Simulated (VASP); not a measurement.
# Be (P6_3/mmc) in VASP: single point with PBEsol

Aim: the single point of Be with PBEsol.

Everything below comes from runs of VASP 6.6.1. Logs are shortened: lines on timing, memory, paths and dates and some standing lists are left out, and cuts for length are marked.

### Step 1. The cell of the first run

The structure is hexagonal, space group P6_3/mmc (No. 194). Conventional cell: a = 2.300 Å, b = 2.300 Å, c = 3.601 Å, α = 90.00°, β = 90.00°, γ = 120.00°. Within 3.0 Å of Be (site symmetry -6m2) lie 12 Be at 2.24 to 2.30 Å.

### Step 2. Single point, PBEsol

File INCAR:

```
SYSTEM = Be
PREC = Accurate ; ENCUT = 600
EDIFF = 1E-6 ; ISMEAR = 0
SIGMA = 0.1 ; LREAL = .FALSE.
LASPH = .TRUE. ; NELM = 120
ALGO = Normal ; ISIF = 2
LWAVE = .FALSE. ; LCHARG = .FALSE.
GGA = PS ; NBANDS = 9
GGA_COMPAT = .FALSE.
```

File KPOINTS:

```
Automatic mesh
0
G
  9 9 6
  0 0 0
```

File POSCAR:

```
Be
1.0
    2.2995019849      0.0000000000      0.0000000000
   -1.1497509925      1.9914271350      0.0000000000
    0.0000000000      0.0000000000      3.6009000000
Be
2
Direct
    0.3333333333      0.6666666667      0.2500000000
    0.6666666667      0.3333333333      0.7500000000
```

Potentials or basis: VASP PAW PBE potentials, release 64 (Be).

Run with:

```console
cat potpaw_PBE.64/Be/POTCAR > POTCAR
mpirun -np 1 vasp_std > vasp.out
```

OUTCAR:

```text
SYSTEM = Be
   PREC = Accurate
   ENCUT = 600
   EDIFF = 1E-6
   ISMEAR = 0
   LREAL = .FALSE.
   LASPH = .TRUE.
   NELM = 120
   ISIF = 2
   GGA = PS

 ion  position               nearest neighbor table
   1  0.333  0.667  0.250-   2 2.24   2 2.24   2 2.24   2 2.24   2 2.24   2 2.24
   2  0.667  0.333  0.750-   1 2.24   1 2.24   1 2.24   1 2.24   1 2.24   1 2.24

  LATTYP: Found a hexagonal cell.
 ALAT       =     2.2995019849
 C/A-ratio  =     1.5659477677

  Lattice vectors:

 A1 = (   2.2995019849,   0.0000000000,   0.0000000000)
 A2 = (  -1.1497509925,   1.9914271350,   0.0000000000)
 A3 = (   0.0000000000,   0.0000000000,   3.6009000000)

Analysis of symmetry for initial positions (statically):
=====================================================================
 Subroutine PRICEL returns:
 Original cell was already a primitive cell.

 Routine SETGRP: Setting up the symmetry group for a
 hexagonal supercell.

 Subroutine GETGRP returns: Found 24 space group operations
 (whereof 12 operations were pure point group operations)
 out of a pool of 24 trial point group operations.

The static configuration has the point symmetry D_3d.
 The point group associated with its full space group is D_6h.

Analysis of symmetry for dynamics (positions and initial velocities):
=====================================================================
 Subroutine PRICEL returns:
 Original cell was already a primitive cell.

 Routine SETGRP: Setting up the symmetry group for a
 hexagonal supercell.

 Subroutine GETGRP returns: Found 24 space group operations
 (whereof 12 operations were pure point group operations)
 out of a pool of 24 trial point group operations.

The dynamic configuration has the point symmetry D_3d.
 The point group associated with its full space group is D_6h.

 Subroutine INISYM returns: Found 24 space group operations
 (whereof 12 operations are pure point group operations),
 and found     1 'primitive' translations

----------------------------------------------------------------------------------------

                                     Primitive cell

  volume of cell :      16.4896

  direct lattice vectors                    reciprocal lattice vectors
     2.299501985  0.000000000  0.000000000     0.434876772  0.251076221  0.000000000
    -1.149750993  1.991427135  0.000000000     0.000000000  0.502152443  0.000000000
     0.000000000  0.000000000  3.600900000     0.000000000  0.000000000  0.277708351

  length of vectors
     2.299501985  2.299501985  3.600900000     0.502152443  0.502152443  0.277708351

  position of ions in fractional coordinates (direct lattice)
     0.333333333  0.666666667  0.250000000
     0.666666667  0.333333333  0.750000000

  ion indices of the primitive-cell ions
   primitive index   ion index
                 1           1
                 2           2

----------------------------------------------------------------------------------------

 KPOINTS: Automatic mesh

Automatic generation of k-mesh.
 Grid dimensions read from file:
 generate k-points for:    9    9    6

 Generating k-lattice:

  Cartesian coordinates                     Fractional coordinates (reciprocal lattice)
     0.048319641  0.027897358  0.000000000     0.111111111  0.000000000  0.000000000
     0.000000000  0.055794716  0.000000000     0.000000000  0.111111111  0.000000000
     0.000000000  0.000000000  0.046284725     0.000000000  0.000000000  0.166666667

  Length of vectors
     0.055794716  0.055794716  0.046284725

  Shift w.r.t. Gamma in fractional coordinates (k-lattice)
     0.000000000  0.000000000  0.000000000

 Subroutine IBZKPT returns following result:
 ===========================================

 Found     48 irreducible k-points:

 Following reciprocal coordinates:
            Coordinates               Weight
  0.000000  0.000000  0.000000      1.000000
  0.111111  0.000000  0.000000      6.000000
  0.222222  0.000000  0.000000      6.000000
  0.333333  0.000000  0.000000      6.000000
  0.444444  0.000000  0.000000      6.000000
  0.111111  0.111111  0.000000      6.000000
[... 16 lines left out ...]
  0.333333  0.222222  0.166667     24.000000
  0.333333  0.333333  0.166667      4.000000
 [... further k-points ...]
   k-points           NKPTS =     48   k-points in BZ     NKDIM =     48   number of bands    NBANDS=      9
   number of dos      NEDOS =    301   number of ions     NIONS =      2
   total plane-waves  NPLWV =   9720
   dimension x,y,z NGX =    18 NGY =   18 NGZ =   30
   dimension x,y,z NGXF=    36 NGYF=   36 NGZF=   60
   ions per type =               2
   NGX,Y,Z   is equivalent  to a cutoff of  13.01, 13.01, 13.85 a.u.
   NGXF,Y,Z  is equivalent  to a cutoff of  26.03, 26.03, 27.70 a.u.
 SYSTEM =  Be
   PREC   = accura    normal or accurate (medium, high low for compatibility)
   ISTART =      0    job   : 0-new  1-cont  2-samecut
   ICHARG =      2    charge: 1-file 2-atom 10-const
   ISPIN  =      1    spin polarized calculation?
   LNONCOLLINEAR =      F non collinear calculations
   LSORBIT =      F    spin-orbit coupling
   LASPH  =      T    aspherical Exc in radial PAW
   ENCUT  =  600.0 eV  44.10 Ry    6.64 a.u.   4.59  4.59  7.19*2*pi/ulx,y,z
   NELM   =    120;   NELMIN=  2; NELMDL= -5     # of ELM steps
   EDIFF  = 0.1E-05   stopping-criterion for ELM
   LREAL  =      F    real-space projection
   EDIFFG = 0.1E-04   stopping-criterion for IOM
   NSW    =      0    number of steps for IOM
   IBRION =     -1    ionic relax: 0-MD 1-quasi-New 2-CG
   NFREE  =      0    steps in history (QN), initial steepest desc. (CG)
   ISIF   =      2    stress and relaxation
   ISYM   =      2    0-nonsym 1-usesym 2-fastsym
   POTIM  = 0.5000    time-step for ionic-motion
   TEBEG  =    0.0;   TEEND  =   0.0 temperature during run
   PSTRESS=    0.0 pullay stress
   NELECT =       4.0000    total number of electrons
   NUPDOWN=      -1.0000    fix difference up-down
   EMIN   =  10.00;   EMAX   =-10.00  energy-range for DOS
   EFERMI =   0.00;   METHOD = LEGACY
   ISMEAR =     0;   SIGMA  =   0.10  broadening in eV -4-tet -1-fermi 0-gaus
   EFERMI_NEDOS =   21; number of points for ismear=-14 and -15
   IALGO  =     38    algorithm
   IMIX   =      4    mixing-type and parameters
     AMIX     =   0.40;   BMIX     =  1.00
     AMIX_MAG =   1.60;   BMIX_MAG =  1.00
  volume/ion in A,a.u.               =       8.24        55.64
  Fermi-wavevector in a.u.,A,eV,Ry     =   1.020998  1.929407 14.183227  1.042438
  Thomas-Fermi vector in A             =   2.154599
   LORBIT       =      0    0 simple, 1 ext, 2 COOP (PROOUT), +10 PAW based schemes
   GGA     = PS    functional components
   LHFCALC =     F    Hartree Fock is set to
   AEXX    =    0.0000 exact exchange contribution
   IVDW    =     0    specifies the selected vdW correction
   LEPSILON=     F    determine dielectric tensor
   LRPA    =     F    only Hartree local field effects (RPA)
 non-spin polarized calculation
 Gauss-broadening in eV      SIGMA  =   0.10
  energy-cutoff  :      600.00
  volume of cell :       16.49
 maximum number of plane-waves:       563
   NGX =  9   NGY =  9   NGZ = 15

 number of electron       4.0000000 magnetization

 Free energy of the ion-electron system (eV)
  ---------------------------------------------------
  ext. energy  EPLUGINS =         0.00000000
  ---------------------------------------------------
  free energy    TOTEN  =        -7.99977389 eV

  energy without entropy =       -7.99908578  energy(sigma->0) =       -7.99942983

 E-fermi :   6.3877     XC(G=0): -10.4711

 val. band max:        6.2034133814   @ k =   0.3333   0.1111   0.0000
 cond. band min:       6.4164273213   @ k =   0.3333   0.0000   0.0000
 fundamental gap:      0.2130139399
 Fermi energy:         6.3877385337

 k-point     1 :       0.0000    0.0000    0.0000
  band No.  band energies     occupation
      1      -4.4368      2.00000
      2       2.4171      2.00000
      3       7.7584      0.00000
      4      22.0460      0.00000
      5      22.0460      0.00000
      6      24.8378      0.00000
      7      24.8378      0.00000
      8      27.0256      0.00000
      9      33.0142      0.00000

 k-point     2 :       0.1111    0.0000    0.0000
  band No.  band energies     occupation
      1      -4.0893      2.00000
      2       2.8671      2.00000
      3       7.8632      0.00000
      4      19.5962      0.00000
      5      20.4382      0.00000
      6      24.7870      0.00000
      7      25.4139      0.00000
      8      26.2666      0.00000
      9      29.4996      0.00000

 k-point     3 :       0.2222    0.0000    0.0000
  band No.  band energies     occupation
      1      -3.0460      2.00000
      2       4.2107      2.00000
      3       8.0203      0.00000
      4      15.3566      0.00000
      5      18.2481      0.00000
      6      23.2123      0.00000
      7      23.5002      0.00000
      8      24.8589      0.00000
      9      26.1090      0.00000

 k-point     4 :       0.3333    0.0000    0.0000
  band No.  band energies     occupation
      1      -1.3157      2.00000
      2       6.4164      0.68495
      3       7.1472      0.00000
      4      12.7243      0.00000
      5      16.6365      0.00000
      6      18.5286      0.00000
      7      19.9234      0.00000
      8      23.8218      0.00000
      9      25.5816      0.00000
[... 205 lines left out ...]
 k-point    22 :       0.2222    0.2222    0.1667
  band No.  band energies     occupation
      1      -0.0178      2.00000
      2       5.4477      2.00000
      3      10.1463      0.00000
      4      10.2203      0.00000
      5      13.8556      0.00000
      6      17.4659      0.00000
      7      19.7359      0.00000
      8      22.4046      0.00000
      9      25.2259      0.00000

 k-point    23 :       0.3333    0.2222    0.1667
  band No.  band energies     occupation
      1       2.3508      2.00000
      2       5.4722      2.00000
      3       8.1784      0.00000
      4      10.7597      0.00000
      5      12.4949      0.00000
      6      15.3135      0.00000
      7      19.6420      0.00000
      8      20.8983      0.00000
      9      23.3968      0.00000

 k-point    24 :       0.3333    0.3333    0.1667
  band No.  band energies     occupation
      1       4.5598      2.00000
      2       5.6217      2.00000
      3       5.6217      2.00000
      4      11.6184      0.00000
      5      13.0235      0.00000
      6      13.0235      0.00000
      7      20.6625      0.00000
      8      20.6625      0.00000
      9      20.9313      0.00000

 [... further k-points ...]
[... 5 lines left out ...]
  --------------------------------------------------------------------------------------
  -------------------------------------------------------------------------------------
  Total       -0.4979130     -0.4979130     -0.6927613      0.0000000      0.0000000      0.0000000
  in kB      -48.3787629    -48.3787629    -67.3108253      0.0000000      0.0000000      0.0000000
  external PRESSURE =     -54.6894503 kB  Pullay stress =       0.0000000 kB

 VOLUME and BASIS-vectors are now :
 -----------------------------------------------------------------------------
  energy-cutoff  :      600.00
  volume of cell :       16.49
      direct lattice vectors                 reciprocal lattice vectors
     2.299501985  0.000000000  0.000000000     0.434876772  0.251076221  0.000000000
    -1.149750993  1.991427135  0.000000000     0.000000000  0.502152443  0.000000000
     0.000000000  0.000000000  3.600900000     0.000000000  0.000000000  0.277708351

 POSITION                                       TOTAL-FORCE (eV/Angst)
 -----------------------------------------------------------------------------------
     -0.00000      1.32762      0.90023        -0.000000     -0.000000      0.000000
      1.14975      0.66381      2.70068         0.000000      0.000000      0.000000
 -----------------------------------------------------------------------------------
    total drift:                                0.000000     -0.000000      0.000000

  FREE ENERGIE OF THE ION-ELECTRON SYSTEM (eV)
  ---------------------------------------------------
  free  energy   TOTEN  =        -7.9997738852 eV

  energy  without entropy=       -7.9990857829  energy(sigma->0) =       -7.99942983
```

It took 4.9 s on 1 thread of Intel Xeon Platinum 8488C (Sapphire Rapids), shared host; peak memory 0.12 GiB.

Results:

```
Free energy            : -7.9998 eV
Pressure               : -5.5 GPa
Band gap on the k mesh : zero (band 2 reaches 7.72 eV, above the bottom of band 3 at 5.58 eV)
```

Levels at points of the mesh, in eV from the Fermi level:
```
           k point  band 1  band 2  band 3  band 4  band 5
(0.00, 0.00, 0.00)  -10.82   -3.97    1.37   15.66   15.66
(0.00, 0.00, 0.50)   -8.69   -8.69   10.82   10.82   17.27
```

Caveat: the PAW data sets were made with another functional, which shifts forces and pressure a little.
